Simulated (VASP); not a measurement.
The system is GaN.

```
CELL_PARAMETERS angstrom
0.00000 2.25350 2.25350
2.25350 0.00000 2.25350
2.25350 2.25350 0.00000
ATOMIC_POSITIONS crystal
Ga 0.00000 0.00000 0.00000
N 0.25000 0.25000 0.25000
```

| Quantity | Value |
| --- | --- |
| Program | VASP 6.6.1 |
| Task | relaxation of cell and atoms |
| Functional | SVWN5 |
| Potentials or basis | VASP PAW PBE potentials, release 64 (Ga_d, N) |
| Cutoff | 600 eV |
| k mesh | 10 × 10 × 10 |
| Occupations | fermi-dirac, width 0.05 eV |
| Spin | no spin polarisation |

At the start: pressure -6.7 GPa; volume 11.44 Å³/atom.

**Question.** Where does the relaxation end?

**Answer.** Over 3 steps the energy falls by 8.5 meV/atom and the volume is 11.05 Å³/atom (-3.5 %); space group F-43m (No. 216, to 0.1 Å) before and after.

Step by step:
| step | energy change (eV) | largest force (eV/Å) | pressure (GPa) | volume (Å³) |
| --- | --- | --- | --- | --- |
| 1 | 0.0000 | 0.0000 | -6.67 | 22.89 |
| 2 | -0.0001 | 0.0000 | 7.53 | 21.35 |
| 3 | -0.0171 | 0.0000 | -0.05 | 22.10 |

Final structure:
```xyz
2
Lattice="0.0000 2.2272 2.2272 2.2272 0.0000 2.2272 2.2272 2.2272 0.0000" Properties=species:S:1:pos:R:3 pbc="T T T"
Ga    0.0000    0.0000    0.0000
N     1.1136    1.1136    1.1136
```

Caveat: the PAW data sets were made with another functional, which shifts forces and pressure a little.
